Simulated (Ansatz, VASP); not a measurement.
## Two plane-wave programs on C

```
CELL_PARAMETERS angstrom
2.34194 -1.54785 0.00000
2.34194 1.54785 0.00000
0.00000 0.00000 6.31405
ATOMIC_POSITIONS crystal
C 0.85000 0.15000 0.11700
C 0.65000 0.35000 0.61700
C 0.15000 0.85000 0.88300
C 0.35000 0.65000 0.38300
```

Alike in both runs: task relaxation of cell and atoms; functional PBEsol; k mesh 6 × 6 × 4; occupations gaussian, width 0.1 eV; no spin polarisation.

|  | VASP | Ansatz |
| --- | --- | --- |
| version | VASP 6.6.1 | Ansatz 0.2.0 |
| potentials or method | VASP PAW PBE potentials, release 64 (C), cutoff 600 eV | scalar-relativistic, plane waves, PAW |
| valence electrons in the cell | 16 | 16 |

Ansatz gave:

```
gap on the k mesh at the Fermi level, each at its own relaxed structure (eV) : 0.19
relaxed volume (Å³/atom)                                                     : 9.05
relaxed cell length with the largest relative difference (Å)                 : 4.261
```

Q: Estimate VASP's values.

A: gap on the k mesh at the Fermi level, each at its own relaxed structure (eV): 0.01; relaxed volume (Å³/atom): 11.99; relaxed cell length with the largest relative difference (Å): 6.131.

VASP's potentials were made for PBE, not for PBEsol. One of these differences is far larger than is usual between the two programs; its cause wasn't traced.
